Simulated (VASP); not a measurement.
Here is a VASP 6.6.1 calculation.

The input INCAR:

```
SYSTEM = Bi
ALGO = Normal ; EDIFF = 1E-6
ENCUT = 500 ; GGA = CA
GGA_COMPAT = .FALSE. ; ISIF = 2
ISMEAR = -1 ; LASPH = .TRUE.
LCHARG = .TRUE. ; LELF = .TRUE.
LREAL = .FALSE. ; LVHAR = .TRUE.
LWAVE = .FALSE. ; NBANDS = 14
NELM = 120 ; PREC = Accurate
SIGMA = 0.1
```

File KPOINTS:

```
k-points
0
G
  14 14 14
  0 0 0
```

File POSCAR:

```
Bi
1.0
    0.0000000000      2.3874681399      2.3874681399
    2.3874681399      0.0000000000      2.3874681399
    2.3874681399      2.3874681399      0.0000000000
Bi
1
Direct
    0.0000000000      0.0000000000      0.0000000000
```

Potentials or basis: VASP PAW LDA potentials, release 64 (Bi_d).

Command:

```sh
$ cat potpaw_LDA.64/Bi_d/POTCAR > POTCAR
$ mpirun -np 1 vasp_std > vasp.out
```

What does it give for the pressure?

6.3 GPa.

Predict the band gap on the k mesh.

zero (an odd number of electrons rules out a gap without spin polarisation).

Caveat: the cell stands under pressure; spin-orbit coupling is left out, which moves the levels of the heavy elements.
